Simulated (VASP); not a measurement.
LiTi:

```
Li Ti
1.0
     0.00000    3.05976    3.05976
     3.05976    0.00000    3.05976
     3.05976    3.05976    0.00000
Li Ti
2 2
Cartesian
  3.0598 3.0598 3.0598
  4.5896 4.5896 4.5896
  0.0000 0.0000 0.0000
  1.5299 1.5299 1.5299
```

```yaml
Program: VASP 6.6.1
Task: relaxation of cell and atoms
Functional: PBE
Potentials_or_basis: VASP PAW PBE potentials, release 64 (Li_sv, Ti_sv)
Cutoff: 600 eV
k_mesh: 6 × 6 × 6
Occupations: gaussian, width 0.1 eV
Spin: no spin polarisation
```

At the start: pressure 11.6 GPa; volume 14.32 Å³/atom.

Question: How do energy, volume and symmetry change on relaxing?

Answer: Over 3 steps the energy falls by 91.3 meV/atom and the volume is 17.23 Å³/atom (+20.3 %); space group Fd-3m (No. 227, to 0.1 Å) before and after.

The path:
| step | energy change (eV) | largest force (eV/Å) | pressure (GPa) | volume (Å³) |
| --- | --- | --- | --- | --- |
| 1 | 0.0000 | 0.0000 | 11.63 | 57.29 |
| 2 | -0.3531 | 0.0000 | 1.75 | 66.35 |
| 3 | -0.3653 | 0.0000 | -0.20 | 68.94 |

Final structure:
```
CELL_PARAMETERS angstrom
0.00000 3.25446 3.25446
3.25446 0.00000 3.25446
3.25446 3.25446 0.00000
ATOMIC_POSITIONS crystal
Li 0.50000 0.50000 0.50000
Li 0.75000 0.75000 0.75000
Ti 0.00000 0.00000 0.00000
Ti 0.25000 0.25000 0.25000
```

Caveat: the cutoff is under 1.25 times the usual one of these potentials, so pressure, stress and relaxed cells hold a basis-set (Pulay) error; the volume moved by over 15 % at a fixed basis, so the end points are rough.
